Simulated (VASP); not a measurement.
# InSb (F-43m) in VASP: notebook

Aim: see how the results for InSb move with the level of theory and the settings. Levels: PBE, LDA. Tasks: electric field gradients.

Program: VASP 6.6.1. These are calculated values, not measurements. Logs are shortened: lines on timing, memory, paths and dates and some standing lists are left out, and cuts for length are marked.

### 1 The cell of the first run

It takes space group F-43m (No. 216, cubic). Conventional cell: a = 6.478 Å, b = 6.478 Å, c = 6.478 Å, α = 90.00°, β = 90.00°, γ = 90.00°. Within 3.7 Å of In (site symmetry -43m) lie 4 Sb at 2.81 Å. Within 3.7 Å of Sb (site symmetry -43m) lie 4 In at 2.81 Å.

### 2 Electric field gradients, PBE

INCAR

```
SYSTEM = InSb
ALGO = Normal ; EDIFF = 1E-8
ENCUT = 520 ; GGA = PE
ISIF = 2 ; ISMEAR = -1
LASPH = .True. ; LCHARG = .False.
LEFG = .True. ; LREAL = .False.
LWAVE = .False. ; NBANDS = 16
NELM = 60 ; PREC = Accurate
SIGMA = 0.02
```

KPOINTS

```
k-points
0
Gamma
  12 12 12
  0 0 0
```

POSCAR

```
InSb
1.0
    0.0000000000      3.2391000000      3.2391000000
    3.2391000000      0.0000000000      3.2391000000
    3.2391000000      3.2391000000      0.0000000000
In Sb
1 1
Direct
    0.0000000000      0.0000000000      0.0000000000
    0.7500000000      0.7500000000      0.7500000000
```

Potentials or basis: VASP PAW PBE potentials, release 64 (In_d, Sb).

Command:

```console
> cat potpaw_PBE.64/In_d/POTCAR potpaw_PBE.64/Sb/POTCAR > POTCAR
> mpirun -np 1 vasp_std > vasp.out
```

OUTCAR:

```text
SYSTEM = InSb
   EDIFF = 1E-8
   ENCUT = 520
   GGA = PE
   ISIF = 2
   ISMEAR = -1
   LASPH = .True.
   LREAL = .False.
   NELM = 60
   PREC = Accurate

 ion  position               nearest neighbor table
   1  0.000  0.000  0.000-   2 2.81   2 2.81   2 2.81   2 2.81
   2  0.750  0.750  0.750-   1 2.81   1 2.81   1 2.81   1 2.81

  LATTYP: Found a face centered cubic cell.
 ALAT       =     6.4782000000

  Lattice vectors:

 A1 = (   0.0000000000,   3.2391000000,   3.2391000000)
 A2 = (   3.2391000000,   0.0000000000,   3.2391000000)
 A3 = (   3.2391000000,   3.2391000000,   0.0000000000)

Analysis of symmetry for initial positions (statically):
=====================================================================
 Subroutine PRICEL returns:
 Original cell was already a primitive cell.

 Routine SETGRP: Setting up the symmetry group for a
 face centered cubic supercell.

 Subroutine GETGRP returns: Found 24 space group operations
 (whereof 24 operations were pure point group operations)
 out of a pool of 48 trial point group operations.

The static configuration has the point symmetry T_d .

Analysis of symmetry for dynamics (positions and initial velocities):
=====================================================================
 Subroutine PRICEL returns:
 Original cell was already a primitive cell.

 Routine SETGRP: Setting up the symmetry group for a
 face centered cubic supercell.

 Subroutine GETGRP returns: Found 24 space group operations
 (whereof 24 operations were pure point group operations)
 out of a pool of 48 trial point group operations.

The dynamic configuration has the point symmetry T_d .

 Subroutine INISYM returns: Found 24 space group operations
 (whereof 24 operations are pure point group operations),
 and found     1 'primitive' translations

----------------------------------------------------------------------------------------

                                     Primitive cell

  volume of cell :      67.9678

  direct lattice vectors                    reciprocal lattice vectors
     0.000000000  3.239100000  3.239100000    -0.154363867  0.154363867  0.154363867
     3.239100000  0.000000000  3.239100000     0.154363867 -0.154363867  0.154363867
[... 125 lines left out ...]
 Free energy of the ion-electron system (eV)
  ---------------------------------------------------
  ext. energy  EPLUGINS =         0.00000000
  ---------------------------------------------------
  free energy    TOTEN  =        -6.90680642 eV

  energy without entropy =       -6.90675217  energy(sigma->0) =       -6.90677929

 E-fermi :   5.1251     XC(G=0):  -8.6876

 val. band max:        5.1090597451   @ k =   0.0000   0.0000   0.0000
 cond. band min:       5.6477993284   @ k =   0.5000   0.0000   0.0000
 fundamental gap:      0.5387395833
 Fermi energy:         5.1250549864

 k-point     1 :       0.0000    0.0000    0.0000
  band No.  band energies     occupation
      1      -9.4972      2.00000
      2      -9.4972      2.00000
      3      -9.4972      2.00000
      4      -9.4119      2.00000
      5      -9.4119      2.00000
      6      -5.6112      2.00000
[... 433 lines left out ...]
      3      -9.4724      2.00000
      4      -9.4134      2.00000
      5      -9.4108      2.00000
      6      -4.0892      2.00000
[... 8 lines left out ...]
     15      13.3597      0.00000
     16      13.6832      0.00000

 [... further k-points ...]

------------------------ aborting loop because EDIFF is reached ----------------------------------------

  FORCE on cell =-STRESS in cart. coord.  units (eV):
  Direction    XX          YY          ZZ          XY          YZ          ZX
  --------------------------------------------------------------------------------------
  -------------------------------------------------------------------------------------
  Total        1.3230626      1.3230626      1.3230626      0.0000000      0.0000000     -0.0000000
  in kB       31.1880268     31.1880268     31.1880268      0.0000000      0.0000000     -0.0000000
  external PRESSURE =      31.1880268 kB  Pullay stress =       0.0000000 kB

 VOLUME and BASIS-vectors are now :
 -----------------------------------------------------------------------------
  energy-cutoff  :      520.00
  volume of cell :       67.97
      direct lattice vectors                 reciprocal lattice vectors
     0.000000000  3.239100000  3.239100000    -0.154363867  0.154363867  0.154363867
     3.239100000  0.000000000  3.239100000     0.154363867 -0.154363867  0.154363867
     3.239100000  3.239100000  0.000000000     0.154363867  0.154363867 -0.154363867

 POSITION                                       TOTAL-FORCE (eV/Angst)
 -----------------------------------------------------------------------------------
      0.00000      0.00000      0.00000        -0.000000     -0.000000     -0.000000
      4.85865      4.85865      4.85865         0.000000      0.000000      0.000000
 -----------------------------------------------------------------------------------
    total drift:                                0.000000      0.000000      0.000000

  FREE ENERGIE OF THE ION-ELECTRON SYSTEM (eV)
  ---------------------------------------------------
  free  energy   TOTEN  =        -6.9068064238 eV

  energy  without entropy=       -6.9067521652  energy(sigma->0) =       -6.90677929

 Electric field gradients (V/A^2)
---------------------------------------------------------------------
 ion       V_xx      V_yy      V_zz      V_xy      V_xz      V_yz
---------------------------------------------------------------------
   1       0.000    -0.000    -0.000     0.001     0.001     0.001
   2      -0.000     0.000    -0.000    -0.000    -0.000    -0.000
---------------------------------------------------------------------

 Electric field gradients after diagonalization (V/A^2)
 (convention: |V_zz| > |V_xx| > |V_yy|)
----------------------------------------------------------------------
 ion       V_xx      V_yy      V_zz     asymmetry (V_yy - V_xx)/ V_zz
----------------------------------------------------------------------
   1      -0.001    -0.001     0.003       0.000
   2       0.000     0.000    -0.000       0.000
----------------------------------------------------------------------

           NMR quadrupolar parameters

 Cq : quadrupolar parameter    Cq=e*Q*V_zz/h
 eta: asymmetry parameters     (V_yy - V_xx)/ V_zz
 Q  : nuclear electric quadrupole moment in mb (millibarn)
----------------------------------------------------------------------
 ion       Cq(MHz)       eta       Q (mb)
----------------------------------------------------------------------
   1       0.000       0.000       1.000
   2      -0.000       0.000       1.000
----------------------------------------------------------------------
```

OSZICAR:

```text
N       E                     dE             d eps       ncg     rms          rms(c)
DAV:   1     0.111949002339E+03    0.11195E+03   -0.80137E+03  2304   0.112E+03
DAV:   2     0.128696134420E+00   -0.11182E+03   -0.10817E+03  2640   0.281E+02
DAV:   3    -0.681497463065E+01   -0.69437E+01   -0.69129E+01  2976   0.718E+01
DAV:   4    -0.700657261694E+01   -0.19160E+00   -0.19157E+00  2896   0.137E+01
DAV:   5    -0.701692012572E+01   -0.10348E-01   -0.10347E-01  3520   0.260E+00    0.419E+00
DAV:   6    -0.691901296854E+01    0.97907E-01   -0.15223E-01  3336   0.597E+00    0.242E+00
DAV:   7    -0.690509550239E+01    0.13917E-01   -0.69272E-02  3120   0.247E+00    0.625E-01
DAV:   8    -0.690608533492E+01   -0.98983E-03   -0.77647E-03  3024   0.102E+00    0.259E-01
DAV:   9    -0.690670939841E+01   -0.62406E-03   -0.91165E-04  2792   0.256E-01    0.773E-02
DAV:  10    -0.690676243061E+01   -0.53032E-04   -0.51504E-05  3096   0.491E-02    0.384E-02
DAV:  11    -0.690680479054E+01   -0.42360E-04   -0.74211E-05  2640   0.562E-02    0.232E-02
DAV:  12    -0.690680618699E+01   -0.13965E-05   -0.13088E-06  2976   0.832E-03    0.612E-03
DAV:  13    -0.690680648757E+01   -0.30057E-06   -0.13944E-06  2736   0.748E-03    0.350E-03
DAV:  14    -0.690680634092E+01    0.14665E-06   -0.47641E-08  3304   0.118E-03    0.109E-03
DAV:  15    -0.690680635329E+01   -0.12372E-07   -0.79735E-09  2264   0.578E-04    0.443E-04
DAV:  16    -0.690680642124E+01   -0.67946E-07   -0.17528E-09  2016   0.304E-04    0.106E-04
DAV:  17    -0.690680642376E+01   -0.25166E-08   -0.22947E-10  1496   0.149E-04
   1 F= -.69068064E+01 E0= -.69067793E+01  d E =-.542585E-04
```

stdout:

```text
POSCAR found type information on POSCAR InSb
 POSCAR found :  2 types and       2 ions
 scaLAPACK will be used
 LDA part: xc-table for (Slater+PW92), standard interpolation
 POSCAR, INCAR and KPOINTS ok, starting setup
 FFT: planning ... GRIDC
 FFT: planning ... GRID_SOFT
 FFT: planning ... GRID
 WAVECAR not read
 entering main loop
ion   1

ion   2
```

Wall time 2.9 min (1 thread of AMD EPYC, shared host); peak memory 0.22 GiB.

Results:

```yaml
Free_energy: -6.9068 eV
Pressure: 3.1 GPa
Band_gap_on_the_k_mesh: zero (filled and empty bands touch)
Largest_electric_field_gradient_by_atom: zero within the noise of the run
```

Caveat: the cell stands under pressure; semilocal functionals underestimate gaps, so a narrow gap can read as zero; spin-orbit coupling is left out, which moves the levels of the heavy elements.

### 3 Electric field gradients, LDA

INCAR

```
PREC     = Accurate       # precision mode
ENCUT    = 520            # plane-wave cutoff, eV
EDIFF    = 1E-8           # SCF threshold, eV
ISMEAR   = -1             # smearing method
SIGMA    = 0.05           # smearing width, eV
LREAL    = False          # projectors in reciprocal space
LASPH    = True           # aspherical terms in the spheres
NELM     = 80             # most SCF steps
ALGO     = Normal         # electronic algorithm
ISIF     = 2              # what is computed and relaxed
LWAVE    = False          # write WAVECAR
LCHARG   = False          # write CHGCAR
LEFG     = True         
NBANDS   = 16             # bands
```

KPOINTS

```
Automatic mesh
0
Gamma
  12 12 12
```

POSCAR is that of step 2.

Potentials or basis: VASP PAW LDA potentials, release 64 (In_d, Sb).

Command:

```console
> cat potpaw_LDA.64/In_d/POTCAR potpaw_LDA.64/Sb/POTCAR > POTCAR
> mpirun -np 1 vasp_std > vasp.out
```

OUTCAR:

```text
PREC = Accurate
   ENCUT = 520
   EDIFF = 1E-8
   ISMEAR = -1
   LREAL = False
   LASPH = True
   NELM = 80
   ISIF = 2

 ion  position               nearest neighbor table
   1  0.000  0.000  0.000-   2 2.81   2 2.81   2 2.81   2 2.81
   2  0.750  0.750  0.750-   1 2.81   1 2.81   1 2.81   1 2.81

  LATTYP: Found a face centered cubic cell.
 ALAT       =     6.4782000000

  Lattice vectors:

 A1 = (   0.0000000000,   3.2391000000,   3.2391000000)
 A2 = (   3.2391000000,   0.0000000000,   3.2391000000)
 A3 = (   3.2391000000,   3.2391000000,   0.0000000000)

Analysis of symmetry for initial positions (statically):
=====================================================================
 Subroutine PRICEL returns:
 Original cell was already a primitive cell.

 Routine SETGRP: Setting up the symmetry group for a
 face centered cubic supercell.

 Subroutine GETGRP returns: Found 24 space group operations
 (whereof 24 operations were pure point group operations)
 out of a pool of 48 trial point group operations.

The static configuration has the point symmetry T_d .

Analysis of symmetry for dynamics (positions and initial velocities):
=====================================================================
 Subroutine PRICEL returns:
 Original cell was already a primitive cell.

 Routine SETGRP: Setting up the symmetry group for a
 face centered cubic supercell.

 Subroutine GETGRP returns: Found 24 space group operations
 (whereof 24 operations were pure point group operations)
 out of a pool of 48 trial point group operations.

[... 158 lines left out ...]
      2      -9.6651      2.00000
      3      -9.6651      2.00000
      4      -9.5777      2.00000
      5      -9.5777      2.00000
      6      -5.8823      2.00000
[... 433 lines left out ...]
      3      -9.6399      2.00000
      4      -9.5795      2.00000
      5      -9.5768      2.00000
      6      -4.3575      2.00000
[... 8 lines left out ...]
     15      13.0784      0.00000
     16      13.3550      0.00000

 [... further k-points ...]

------------------------ aborting loop because EDIFF is reached ----------------------------------------

  FORCE on cell =-STRESS in cart. coord.  units (eV):
  Direction    XX          YY          ZZ          XY          YZ          ZX
  --------------------------------------------------------------------------------------
  -------------------------------------------------------------------------------------
  Total       -0.2172530     -0.2172530     -0.2172530      0.0000000      0.0000000      0.0000000
  in kB       -5.1212193     -5.1212193     -5.1212193      0.0000000      0.0000000      0.0000000
  external PRESSURE =      -5.1212193 kB  Pullay stress =       0.0000000 kB

 VOLUME and BASIS-vectors are now :
 -----------------------------------------------------------------------------
  energy-cutoff  :      520.00
  volume of cell :       67.97
      direct lattice vectors                 reciprocal lattice vectors
     0.000000000  3.239100000  3.239100000    -0.154363867  0.154363867  0.154363867
     3.239100000  0.000000000  3.239100000     0.154363867 -0.154363867  0.154363867
     3.239100000  3.239100000  0.000000000     0.154363867  0.154363867 -0.154363867

 POSITION                                       TOTAL-FORCE (eV/Angst)
 -----------------------------------------------------------------------------------
      0.00000      0.00000      0.00000        -0.000000     -0.000000     -0.000000
      4.85865      4.85865      4.85865         0.000000      0.000000      0.000000
 -----------------------------------------------------------------------------------
    total drift:                               -0.000000     -0.000000     -0.000000

  FREE ENERGIE OF THE ION-ELECTRON SYSTEM (eV)
  ---------------------------------------------------
  free  energy   TOTEN  =        -8.2157527647 eV

  energy  without entropy=       -8.2155077804  energy(sigma->0) =       -8.21563027

 Electric field gradients (V/A^2)
---------------------------------------------------------------------
 ion       V_xx      V_yy      V_zz      V_xy      V_xz      V_yz
---------------------------------------------------------------------
   1       0.000    -0.000    -0.000     0.001     0.001     0.001
   2       0.000     0.000    -0.000    -0.000    -0.000    -0.000
---------------------------------------------------------------------

 Electric field gradients after diagonalization (V/A^2)
 (convention: |V_zz| > |V_xx| > |V_yy|)
----------------------------------------------------------------------
 ion       V_xx      V_yy      V_zz     asymmetry (V_yy - V_xx)/ V_zz
----------------------------------------------------------------------
   1      -0.001    -0.001     0.003       0.000
   2       0.000     0.000    -0.000       0.000
----------------------------------------------------------------------

           NMR quadrupolar parameters

 Cq : quadrupolar parameter    Cq=e*Q*V_zz/h
 eta: asymmetry parameters     (V_yy - V_xx)/ V_zz
 Q  : nuclear electric quadrupole moment in mb (millibarn)
----------------------------------------------------------------------
 ion       Cq(MHz)       eta       Q (mb)
----------------------------------------------------------------------
   1       0.000       0.000       1.000
   2      -0.000       0.000       1.000
----------------------------------------------------------------------
```

OSZICAR:

```text
N       E                     dE             d eps       ncg     rms          rms(c)
DAV:   1     0.112879333737E+03    0.11288E+03   -0.79796E+03  2304   0.112E+03
DAV:   2    -0.103732130753E+01   -0.11392E+03   -0.11026E+03  2688   0.281E+02
DAV:   3    -0.815803304125E+01   -0.71207E+01   -0.70912E+01  2904   0.726E+01
DAV:   4    -0.836179612164E+01   -0.20376E+00   -0.20373E+00  2960   0.143E+01
DAV:   5    -0.837278371543E+01   -0.10988E-01   -0.10987E-01  3408   0.271E+00    0.432E+00
DAV:   6    -0.824761754703E+01    0.12517E+00   -0.15099E-01  3376   0.602E+00    0.243E+00
DAV:   7    -0.821738797224E+01    0.30230E-01   -0.66219E-02  3232   0.238E+00    0.534E-01
DAV:   8    -0.821567319604E+01    0.17148E-02   -0.69781E-03  3088   0.974E-01    0.297E-01
DAV:   9    -0.821576311958E+01   -0.89924E-04   -0.63063E-04  2952   0.232E-01    0.806E-02
DAV:  10    -0.821574916648E+01    0.13953E-04   -0.37622E-05  2664   0.464E-02    0.319E-02
DAV:  11    -0.821575293522E+01   -0.37687E-05   -0.97435E-06  2856   0.405E-02    0.213E-02
DAV:  12    -0.821575275855E+01    0.17667E-06   -0.76260E-07  3232   0.992E-03    0.556E-03
DAV:  13    -0.821575277180E+01   -0.13248E-07   -0.13319E-07  2840   0.330E-03    0.276E-03
DAV:  14    -0.821575276473E+01    0.70645E-08   -0.14144E-08  2416   0.143E-03
   1 F= -.82157528E+01 E0= -.82156303E+01  d E =-.244984E-03
```

Wall time 2.5 min (1 thread of AMD EPYC, shared host); peak memory 0.19 GiB.

Results:

```
Free energy                             : -8.2158 eV
Pressure                                : -0.5 GPa
Band gap on the k mesh                  : zero (filled and empty bands touch)
Largest electric field gradient by atom : zero within the noise of the run
```

Caveat: semilocal functionals underestimate gaps, so a narrow gap can read as zero; spin-orbit coupling is left out, which moves the levels of the heavy elements.
